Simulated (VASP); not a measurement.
# Cr (Pm-3m) in VASP: further runs

Cr is run at these levels: RPBE; tasks: single point.

All numbers are computed with VASP 6.6.1; they aren't measurements. Logs are shortened: lines on timing, memory, paths and dates and some standing lists are left out, and cuts for length are marked.

## (1) The cell of the first run

The structure is cubic, space group Pm-3m (No. 221). Conventional cell: a = 2.259 Å, b = 2.259 Å, c = 2.259 Å, α = 90.00°, β = 90.00°, γ = 90.00°. Cr (site symmetry m-3m) has 6 Cr at 2.26 Å within 3.0 Å.

## (2) Single point, RPBE (volume scaled by 0.88)

Input file INCAR:

```
SYSTEM = Cr
PREC     = Accurate       ! precision mode
ENCUT    = 520            ! plane-wave cutoff, eV
EDIFF    = 1E-6           ! SCF threshold, eV
ISMEAR   = -1             ! smearing method
SIGMA    = 0.1            ! smearing width, eV
LREAL    = .False.        ! projectors in reciprocal space
LASPH    = .True.         ! aspherical terms in the spheres
NELM     = 80             ! most SCF steps
ALGO     = Normal         ! electronic algorithm
ISIF     = 2              ! what is computed and relaxed
LWAVE    = .False.        ! write WAVECAR
LCHARG   = .False.        ! write CHGCAR
GGA      = RP             ! functional
NBANDS   = 12             ! bands
```

Input file KPOINTS:

```
Automatic mesh
0
Gamma
  15 15 15
  0 0 0
```

Input file POSCAR:

```
Cr
1.0
    2.2592348951      0.0000000000      0.0000000000
    0.0000000000      2.2592348951      0.0000000000
    0.0000000000      0.0000000000      2.2592348951
Cr
1
Direct
    0.0000000000      0.0000000000      0.0000000000
```

Potentials or basis: VASP PAW PBE potentials, release 64 (Cr_pv).

The run is started by

```console
> cat potpaw_PBE.64/Cr_pv/POTCAR > POTCAR
> mpirun -np 1 vasp_std > vasp.out
```

OUTCAR:

```text
SYSTEM = Cr
   PREC = Accurate
   ENCUT = 520
   EDIFF = 1E-6
   ISMEAR = -1
   LREAL = .False.
   LASPH = .True.
   NELM = 80
   ISIF = 2
   GGA = RP

 ion  position               nearest neighbor table
   1  0.000  0.000  0.000-

  LATTYP: Found a simple cubic cell.
 ALAT       =     2.2592348951

  Lattice vectors:

 A1 = (   2.2592348951,   0.0000000000,   0.0000000000)
 A2 = (   0.0000000000,   2.2592348951,   0.0000000000)
 A3 = (   0.0000000000,   0.0000000000,   2.2592348951)

Analysis of symmetry for initial positions (statically):
=====================================================================
 Subroutine PRICEL returns:
 Original cell was already a primitive cell.

 Routine SETGRP: Setting up the symmetry group for a
 simple cubic supercell.

 Subroutine GETGRP returns: Found 48 space group operations
 (whereof 48 operations were pure point group operations)
 out of a pool of 48 trial point group operations.

The static configuration has the point symmetry O_h .

Analysis of symmetry for dynamics (positions and initial velocities):
=====================================================================
 Subroutine PRICEL returns:
 Original cell was already a primitive cell.

 Routine SETGRP: Setting up the symmetry group for a
 simple cubic supercell.

 Subroutine GETGRP returns: Found 48 space group operations
 (whereof 48 operations were pure point group operations)
 out of a pool of 48 trial point group operations.

The dynamic configuration has the point symmetry O_h .

 Subroutine INISYM returns: Found 48 space group operations
 (whereof 48 operations are pure point group operations),
 and found     1 'primitive' translations

----------------------------------------------------------------------------------------

                                     Primitive cell

  volume of cell :      11.5315

  direct lattice vectors                    reciprocal lattice vectors
     2.259234895  0.000000000  0.000000000     0.442627724  0.000000000  0.000000000
     0.000000000  2.259234895  0.000000000     0.000000000  0.442627724  0.000000000
     0.000000000  0.000000000  2.259234895     0.000000000  0.000000000  0.442627724

  length of vectors
     2.259234895  2.259234895  2.259234895     0.442627724  0.442627724  0.442627724

  position of ions in fractional coordinates (direct lattice)
     0.000000000  0.000000000  0.000000000

  ion indices of the primitive-cell ions
   primitive index   ion index
                 1           1

----------------------------------------------------------------------------------------

 KPOINTS: Automatic mesh

Automatic generation of k-mesh.
 Grid dimensions read from file:
 generate k-points for:   15   15   15

 Generating k-lattice:

  Cartesian coordinates                     Fractional coordinates (reciprocal lattice)
     0.029508515  0.000000000  0.000000000     0.066666667  0.000000000  0.000000000
     0.000000000  0.029508515  0.000000000     0.000000000  0.066666667  0.000000000
     0.000000000  0.000000000  0.029508515     0.000000000  0.000000000  0.066666667

  Length of vectors
     0.029508515  0.029508515  0.029508515

  Shift w.r.t. Gamma in fractional coordinates (k-lattice)
     0.000000000  0.000000000  0.000000000

 Subroutine IBZKPT returns following result:
 ===========================================

 Found    120 irreducible k-points:

 Following reciprocal coordinates:
            Coordinates               Weight
  0.000000  0.000000  0.000000      1.000000
  0.066667  0.000000  0.000000      6.000000
  0.133333  0.000000  0.000000      6.000000
  0.200000  0.000000  0.000000      6.000000
  0.266667  0.000000  0.000000      6.000000
  0.333333  0.000000  0.000000      6.000000
[... 16 lines left out ...]
  0.266667  0.200000  0.000000     24.000000
  0.333333  0.200000  0.000000     24.000000
 [... further k-points ...]
   k-points           NKPTS =    120   k-points in BZ     NKDIM =    120   number of bands    NBANDS=     12
   number of dos      NEDOS =    301   number of ions     NIONS =      1
   total plane-waves  NPLWV =   5832
   dimension x,y,z NGX =    18 NGY =   18 NGZ =   18
   dimension x,y,z NGXF=    36 NGYF=   36 NGZF=   36
   ions per type =               1
   NGX,Y,Z   is equivalent  to a cutoff of  13.25, 13.25, 13.25 a.u.
   NGXF,Y,Z  is equivalent  to a cutoff of  26.49, 26.49, 26.49 a.u.
 SYSTEM =  Cr
   PREC   = accura    normal or accurate (medium, high low for compatibility)
   ISTART =      0    job   : 0-new  1-cont  2-samecut
   ICHARG =      2    charge: 1-file 2-atom 10-const
   ISPIN  =      1    spin polarized calculation?
   LNONCOLLINEAR =      F non collinear calculations
   LSORBIT =      F    spin-orbit coupling
   LASPH  =      T    aspherical Exc in radial PAW
   ENCUT  =  520.0 eV  38.22 Ry    6.18 a.u.   4.20  4.20  4.20*2*pi/ulx,y,z
   NELM   =     80;   NELMIN=  2; NELMDL= -5     # of ELM steps
   EDIFF  = 0.1E-05   stopping-criterion for ELM
   LREAL  =      F    real-space projection
   EDIFFG = 0.1E-04   stopping-criterion for IOM
   NSW    =      0    number of steps for IOM
   IBRION =     -1    ionic relax: 0-MD 1-quasi-New 2-CG
   NFREE  =      0    steps in history (QN), initial steepest desc. (CG)
   ISIF   =      2    stress and relaxation
   ISYM   =      2    0-nonsym 1-usesym 2-fastsym
   POTIM  = 0.5000    time-step for ionic-motion
   TEBEG  =    0.0;   TEEND  =   0.0 temperature during run
   PSTRESS=    0.0 pullay stress
   NELECT =      12.0000    total number of electrons
   NUPDOWN=      -1.0000    fix difference up-down
   EMIN   =  10.00;   EMAX   =-10.00  energy-range for DOS
   EFERMI =   0.00;   METHOD = LEGACY
   ISMEAR =    -1;   SIGMA  =   0.10  broadening in eV -4-tet -1-fermi 0-gaus
   EFERMI_NEDOS =   21; number of points for ismear=-14 and -15
   IALGO  =     38    algorithm
   IMIX   =      4    mixing-type and parameters
     AMIX     =   0.40;   BMIX     =  1.00
     AMIX_MAG =   1.60;   BMIX_MAG =  1.00
  volume/ion in A,a.u.               =      11.53        77.82
  Fermi-wavevector in a.u.,A,eV,Ry     =   1.658978  3.135013 37.446046  2.752207
  Thomas-Fermi vector in A             =   2.746466
   LORBIT       =      0    0 simple, 1 ext, 2 COOP (PROOUT), +10 PAW based schemes
   GGA     = RP    functional components
   LHFCALC =     F    Hartree Fock is set to
   AEXX    =    0.0000 exact exchange contribution
   IVDW    =     0    specifies the selected vdW correction
   LEPSILON=     F    determine dielectric tensor
   LRPA    =     F    only Hartree local field effects (RPA)
 non-spin polarized calculation
  energy-cutoff  :      520.00
  volume of cell :       11.53
 maximum number of plane-waves:       320
 NGX is ok and might be reduce to    18
   NGX =  9   NGY =  9   NGZ =  9

 number of electron      11.9999994 magnetization

 Free energy of the ion-electron system (eV)
  ---------------------------------------------------
  ext. energy  EPLUGINS =         0.00000000
  ---------------------------------------------------
  free energy    TOTEN  =        -7.86138015 eV

  energy without entropy =       -7.81423686  energy(sigma->0) =       -7.83780851

 E-fermi :  11.2063     XC(G=0): -13.4330

 val. band max:       11.2036666445   @ k =   0.4667   0.3333   0.2000
 cond. band min:      11.2500218010   @ k =   0.4000   0.2667   0.0667
 fundamental gap:      0.0463551564
 Fermi energy:        11.2063073906

 k-point     1 :       0.0000    0.0000    0.0000
  band No.  band energies     occupation
      1     -31.2375      2.00000
      2     -31.2375      2.00000
      3     -31.2375      2.00000
      4       3.4724      2.00000
      5       7.5739      2.00000
      6       7.5739      2.00000
      7      14.0527      0.00000
      8      14.0527      0.00000
      9      14.0527      0.00000
     10      18.8819      0.00000
     11      32.1852      0.00000
     12      32.1852      0.00000

 k-point     2 :       0.0667    0.0000    0.0000
  band No.  band energies     occupation
      1     -31.3009      2.00000
      2     -31.2321      2.00000
      3     -31.2321      2.00000
      4       3.6277      2.00000
      5       7.6091      2.00000
      6       7.6964      2.00000
      7      13.9372      0.00000
      8      13.9372      0.00000
      9      14.0615      0.00000
     10      18.8817      0.00000
     11      30.8436      0.00000
     12      32.4233      0.00000

 k-point     3 :       0.1333    0.0000    0.0000
  band No.  band energies     occupation
      1     -31.4781      2.00000
      2     -31.2168      2.00000
      3     -31.2168      2.00000
      4       4.0736      2.00000
      5       7.7099      2.00000
      6       8.0521      2.00000
      7      13.6215      0.00000
      8      13.6215      0.00000
      9      14.0865      0.00000
     10      18.8815      0.00000
     11      28.3818      0.00000
     12      33.1084      0.00000

 k-point     4 :       0.2000    0.0000    0.0000
  band No.  band energies     occupation
      1     -31.7347      2.00000
      2     -31.1943      2.00000
      3     -31.1943      2.00000
      4       4.7552      2.00000
      5       7.8617      2.00000
      6       8.5998      2.00000
      7      13.1816      0.00000
      8      13.1816      0.00000
      9      14.1234      0.00000
     10      18.8809      0.00000
     11      25.8724      0.00000
     12      34.1687      0.00000

 k-point     5 :       0.2667    0.0000    0.0000
  band No.  band energies     occupation
      1     -32.0230      2.00000
      2     -31.1683      2.00000
      3     -31.1683      2.00000
      4       5.5954      2.00000
      5       8.0415      2.00000
      6       9.2546      2.00000
      7      12.7079      0.00000
      8      12.7079      0.00000
      9      14.1661      0.00000
     10      18.8798      0.00000
     11      23.5978      0.00000
     12      34.8831      0.00000
[... 228 lines left out ...]
      1     -32.5761      2.00000
      2     -31.3373      2.00000
      3     -31.0938      2.00000
      4       8.2620      2.00000
      5       8.8953      2.00000
      6       9.2651      2.00000
      7      11.8750      0.00249
      8      13.2798      0.00000
      9      13.8930      0.00000
     10      18.8610      0.00000
     11      19.6245      0.00000
     12      32.0642      0.00000

 k-point    22 :       0.2000    0.2000    0.0000
  band No.  band energies     occupation
      1     -31.7035      2.00000
      2     -31.6565      2.00000
      3     -31.1521      2.00000
      4       5.8494      2.00000
      5       8.4429      2.00000
      6       9.3179      2.00000
      7      12.3936      0.00001
      8      13.1875      0.00000
      9      13.4074      0.00000
     10      18.8810      0.00000
     11      26.3893      0.00000
     12      27.9595      0.00000

 k-point    23 :       0.2667    0.2000    0.0000
  band No.  band energies     occupation
      1     -31.9637      2.00000
      2     -31.6451      2.00000
      3     -31.1267      2.00000
      4       6.4931      2.00000
      5       8.6107      2.00000
      6       9.8750      2.00000
      7      12.2362      0.00007
      8      12.8213      0.00000
      9      13.3893      0.00000
     10      18.8806      0.00000
     11      24.4823      0.00000
     12      28.3295      0.00000

 k-point    24 :       0.3333    0.2000    0.0000
  band No.  band energies     occupation
      1     -32.2263      2.00000
      2     -31.6146      2.00000
      3     -31.1023      2.00000
      4       7.1276      2.00000
      5       8.7038      2.00000
      6      10.1568      1.99994
      7      12.4245      0.00001
      8      12.6374      0.00000
      9      13.4421      0.00000
     10      18.8795      0.00000
     11      22.4307      0.00000
     12      29.1708      0.00000

 [... further k-points ...]
[... 5 lines left out ...]
  --------------------------------------------------------------------------------------
  -------------------------------------------------------------------------------------
  Total        2.1703007      2.1703007      2.1703007     -0.0000000      0.0000000     -0.0000000
  in kB      301.5409696    301.5409696    301.5409696     -0.0000000      0.0000000     -0.0000000
  external PRESSURE =     301.5409696 kB  Pullay stress =       0.0000000 kB

 VOLUME and BASIS-vectors are now :
 -----------------------------------------------------------------------------
  energy-cutoff  :      520.00
  volume of cell :       11.53
      direct lattice vectors                 reciprocal lattice vectors
     2.259234895  0.000000000  0.000000000     0.442627724  0.000000000  0.000000000
     0.000000000  2.259234895  0.000000000     0.000000000  0.442627724  0.000000000
     0.000000000  0.000000000  2.259234895     0.000000000  0.000000000  0.442627724

 POSITION                                       TOTAL-FORCE (eV/Angst)
 -----------------------------------------------------------------------------------
      0.00000      0.00000      0.00000         0.000000      0.000000      0.000000
 -----------------------------------------------------------------------------------
    total drift:                               -0.000000      0.000000      0.000000

  FREE ENERGIE OF THE ION-ELECTRON SYSTEM (eV)
  ---------------------------------------------------
  free  energy   TOTEN  =        -7.8613801527 eV

  energy  without entropy=       -7.8142368637  energy(sigma->0) =       -7.83780851
```

Wall time 8 s (1 thread of Intel Xeon 6975P-C (Granite Rapids), shared host); peak memory 0.12 GiB.

What came out:

```
Free energy            : -7.8614 eV
Pressure               : 30.2 GPa
Band gap on the k mesh : zero (band 6 reaches 12.36 eV, above the bottom of band 7 at 10.39 eV)
```

Levels at points of the mesh, in eV from the Fermi level:
```tsv
k point	band 3	band 4	band 5	band 6	band 7	band 8	band 9	band 10
(0.00, 0.00, 0.00)	-42.44	-7.73	-3.63	-3.63	2.85	2.85	2.85	7.68
```

Caveat: the PAW data sets were made with another functional, which shifts forces and pressure a little; the run has no spin polarisation, though such a crystal can be magnetic.

[end of part 1 of 2]
